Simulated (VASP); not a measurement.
# Mo (P6_3/mmc) in VASP: electric field gradients with LDA

Aim: the electric field gradients of Mo with LDA.

Everything below comes from runs of VASP 6.6.1. Logs are shortened: lines on timing, memory, paths and dates and some standing lists are left out, and cuts for length are marked.

### Step 1. The cell of the first run

It takes space group P6_3/mmc (No. 194, hexagonal). Conventional cell: a = 2.825 Å, b = 2.825 Å, c = 4.577 Å, α = 90.00°, β = 90.00°, γ = 120.00°. Mo (site symmetry -6m2) has 12 Mo at 2.81 to 2.83 Å within 3.7 Å.

This isn't the form of Mo at room conditions, which is bcc.

### Step 2. Electric field gradients, LDA

The input, INCAR:

```
SYSTEM = Mo
ALGO = Normal ; EDIFF = 1E-8
ENCUT = 520 ; GGA = CA
ISIF = 2 ; ISMEAR = -1
LASPH = .TRUE. ; LCHARG = .FALSE.
LEFG = .TRUE. ; LREAL = .FALSE.
LWAVE = .FALSE. ; NBANDS = 21
NELM = 100 ; PREC = Accurate
SIGMA = 0.05
```

The input, KPOINTS:

```
k-points
0
G
  12 12 7
  0 0 0
```

The input, POSCAR:

```
Mo
1.0
    2.8252342238      0.0000000000      0.0000000000
   -1.4126171119      2.4467246095      0.0000000000
    0.0000000000      0.0000000000      4.5768794426
Mo
2
Direct
    0.3333333333      0.6666666667      0.2500000000
    0.6666666667      0.3333333333      0.7500000000
```

Potentials or basis: VASP PAW LDA potentials, release 64 (Mo_sv).

Started as:

```console
> cat potpaw_LDA.64/Mo_sv/POTCAR > POTCAR
> mpirun -np 1 vasp_std > vasp.out
```

OUTCAR:

```text
SYSTEM = Mo
   EDIFF = 1E-8
   ENCUT = 520
   GGA = CA
   ISIF = 2
   ISMEAR = -1
   LASPH = .TRUE.
   LREAL = .FALSE.
   NELM = 100
   PREC = Accurate

 ion  position               nearest neighbor table
   1  0.333  0.667  0.250-   2 2.81   2 2.81   2 2.81   2 2.81   2 2.81   2 2.81
   2  0.667  0.333  0.750-   1 2.81   1 2.81   1 2.81   1 2.81   1 2.81   1 2.81

  LATTYP: Found a hexagonal cell.
 ALAT       =     2.8252342238
 C/A-ratio  =     1.6200000000

  Lattice vectors:

 A1 = (   2.8252342238,   0.0000000000,   0.0000000000)
 A2 = (  -1.4126171119,   2.4467246095,   0.0000000000)
 A3 = (   0.0000000000,   0.0000000000,   4.5768794426)

Analysis of symmetry for initial positions (statically):
=====================================================================
 Subroutine PRICEL returns:
 Original cell was already a primitive cell.

 Routine SETGRP: Setting up the symmetry group for a
 hexagonal supercell.

 Subroutine GETGRP returns: Found 24 space group operations
 (whereof 12 operations were pure point group operations)
 out of a pool of 24 trial point group operations.

The static configuration has the point symmetry D_3d.
 The point group associated with its full space group is D_6h.

Analysis of symmetry for dynamics (positions and initial velocities):
=====================================================================
 Subroutine PRICEL returns:
 Original cell was already a primitive cell.

 Routine SETGRP: Setting up the symmetry group for a
 hexagonal supercell.

 Subroutine GETGRP returns: Found 24 space group operations
 (whereof 12 operations were pure point group operations)
 out of a pool of 24 trial point group operations.

The dynamic configuration has the point symmetry D_3d.
 The point group associated with its full space group is D_6h.

 Subroutine INISYM returns: Found 24 space group operations
 (whereof 12 operations are pure point group operations),
 and found     1 'primitive' translations

----------------------------------------------------------------------------------------

                                     Primitive cell

  volume of cell :      31.6380

[... 121 lines left out ...]
  volume of cell :       31.64
 maximum number of plane-waves:       868
 NGX is ok and might be reduce to    24
   NGX = 11   NGY = 11   NGZ = 17

 number of electron      28.0000005 magnetization

 Free energy of the ion-electron system (eV)
  ---------------------------------------------------
  ext. energy  EPLUGINS =         0.00000000
  ---------------------------------------------------
  free energy    TOTEN  =       -23.30243346 eV

  energy without entropy =      -23.27513833  energy(sigma->0) =      -23.28878589

 E-fermi :  11.8807     XC(G=0): -13.5169

 val. band max:       11.8721173524   @ k =   0.3333  -0.0000   0.4286
 cond. band min:      11.8808409967   @ k =   0.1667   0.0000   0.4286
 fundamental gap:      0.0087236443
 Fermi energy:        11.8807148595

 k-point     1 :       0.0000    0.0000    0.0000
  band No.  band energies     occupation
      1     -48.4842      2.00000
      2     -48.2332      2.00000
      3     -23.3565      2.00000
      4     -22.1731      2.00000
      5     -22.1731      2.00000
      6     -21.9855      2.00000
[... 565 lines left out ...]
     20      20.2029      0.00000
     21      23.2868      0.00000

 [... further k-points ...]

------------------------ aborting loop because EDIFF is reached ----------------------------------------

  FORCE on cell =-STRESS in cart. coord.  units (eV):
  Direction    XX          YY          ZZ          XY          YZ          ZX
  --------------------------------------------------------------------------------------
  -------------------------------------------------------------------------------------
  Total       -1.8471646     -1.8471646     -1.4248671     -0.0000000      0.0000000     -0.0000000
  in kB      -93.5421088    -93.5421088    -72.1565773     -0.0000000      0.0000000     -0.0000000
  external PRESSURE =     -86.4135983 kB  Pullay stress =       0.0000000 kB

 VOLUME and BASIS-vectors are now :
 -----------------------------------------------------------------------------
  energy-cutoff  :      520.00
  volume of cell :       31.64
      direct lattice vectors                 reciprocal lattice vectors
     2.825234224  0.000000000  0.000000000     0.353952954  0.204354833  0.000000000
    -1.412617112  2.446724609  0.000000000     0.000000000  0.408709667  0.000000000
     0.000000000  0.000000000  4.576879443     0.000000000  0.000000000  0.218489478

 POSITION                                       TOTAL-FORCE (eV/Angst)
 -----------------------------------------------------------------------------------
     -0.00000      1.63115      1.14422        -0.000000      0.000000      0.000000
      1.41262      0.81557      3.43266         0.000000      0.000000      0.000000
 -----------------------------------------------------------------------------------
    total drift:                               -0.000000      0.000000     -0.000000

  FREE ENERGIE OF THE ION-ELECTRON SYSTEM (eV)
  ---------------------------------------------------
  free  energy   TOTEN  =       -23.3024334575 eV

  energy  without entropy=      -23.2751383301  energy(sigma->0) =      -23.28878589

 Electric field gradients (V/A^2)
---------------------------------------------------------------------
 ion       V_xx      V_yy      V_zz      V_xy      V_xz      V_yz
---------------------------------------------------------------------
   1       8.530     8.529   -17.059    -0.000     0.000    -0.000
   2       8.530     8.529   -17.059    -0.000    -0.000     0.000
---------------------------------------------------------------------

 Electric field gradients after diagonalization (V/A^2)
 (convention: |V_zz| > |V_xx| > |V_yy|)
----------------------------------------------------------------------
 ion       V_xx      V_yy      V_zz     asymmetry (V_yy - V_xx)/ V_zz
----------------------------------------------------------------------
   1       8.530     8.529   -17.059       0.000
   2       8.530     8.529   -17.059       0.000
----------------------------------------------------------------------

           NMR quadrupolar parameters

 Cq : quadrupolar parameter    Cq=e*Q*V_zz/h
 eta: asymmetry parameters     (V_yy - V_xx)/ V_zz
 Q  : nuclear electric quadrupole moment in mb (millibarn)
----------------------------------------------------------------------
 ion       Cq(MHz)       eta       Q (mb)
----------------------------------------------------------------------
   1      -0.041       0.000       1.000
   2      -0.041       0.000       1.000
----------------------------------------------------------------------
```

OSZICAR:

```text
N       E                     dE             d eps       ncg     rms          rms(c)
DAV:   1     0.311671400982E+03    0.31167E+03   -0.17649E+04  3192   0.141E+03
DAV:   2    -0.176383891437E+02   -0.32931E+03   -0.32196E+03  3485   0.457E+02
DAV:   3    -0.245735618098E+02   -0.69352E+01   -0.68400E+01  3550   0.710E+01
DAV:   4    -0.246054067526E+02   -0.31845E-01   -0.31815E-01  3572   0.500E+00
DAV:   5    -0.246056264468E+02   -0.21969E-03   -0.21969E-03  3568   0.400E-01    0.204E+01
DAV:   6    -0.234698393321E+02    0.11358E+01   -0.21912E+00  3462   0.129E+01    0.517E+00
DAV:   7    -0.233148296641E+02    0.15501E+00   -0.38360E-01  3662   0.481E+00    0.106E+00
DAV:   8    -0.233025533427E+02    0.12276E-01   -0.10801E-02  3387   0.931E-01    0.282E-01
DAV:   9    -0.233024063388E+02    0.14700E-03   -0.43612E-04  4315   0.198E-01    0.952E-02
DAV:  10    -0.233024335938E+02   -0.27255E-04   -0.12016E-05  3462   0.300E-02    0.525E-03
DAV:  11    -0.233024334751E+02    0.11873E-06   -0.75510E-07  3757   0.653E-03    0.845E-04
DAV:  12    -0.233024334578E+02    0.17317E-07   -0.16034E-08  2451   0.927E-04    0.628E-04
DAV:  13    -0.233024334575E+02    0.29513E-09   -0.10354E-09  2031   0.294E-04
   1 F= -.23302433E+02 E0= -.23288786E+02  d E =-.272951E-01
```

stdout:

```text
POSCAR found type information on POSCAR Mo
 POSCAR found :  1 types and       2 ions
 scaLAPACK will be used
 LDA part: xc-table for (Slater(with rela. corr.)+CA(PZ))
 , standard interpolation
 POSCAR, INCAR and KPOINTS ok, starting setup
 FFT: planning ... GRIDC
 FFT: planning ... GRID_SOFT
 FFT: planning ... GRID
 WAVECAR not read
 entering main loop
ion   1

ion   2
```

It took 15 s on 1 thread of Intel Xeon 6975P-C (Granite Rapids), shared host; peak memory 0.16 GiB.

Results:

```yaml
Free_energy: -23.3024 eV
Pressure: -8.6 GPa
Band_gap_on_the_k_mesh: zero (bands 14 and 15 overlap by 1.99 eV)
Largest_electric_field_gradient_by_atom: Mo -17.1 V/Å²
```

Stress tensor (GPa, compression positive):
```
-9.35  0.00  0.00
 0.00 -9.35  0.00
 0.00  0.00 -7.22
```

Levels at points of the mesh, in eV from the Fermi level:
```csv
k point,band 10,band 11,band 12,band 13,band 14,band 15,band 16,band 17,band 18,band 19
"(0.00, 0.00, 0.00)",-4.74,-0.74,-0.72,-0.72,0.00,0.00,0.84,0.84,1.71,3.48
"(0.50, 0.00, 0.00)",-4.01,-3.94,-1.00,-0.46,-0.40,0.23,4.00,4.30,4.42,6.05
```

Electric field gradients, principal values (V/Å²):
```csv
atom,least,middle,greatest (by size)
1 Mo,8.529,8.530,-17.059
2 Mo,8.529,8.530,-17.059
```

Caveat: the cell stands under tension; without QUAD_EFG the Cq values of the log hold for a quadrupole moment of 1 mb, not for the nuclei.
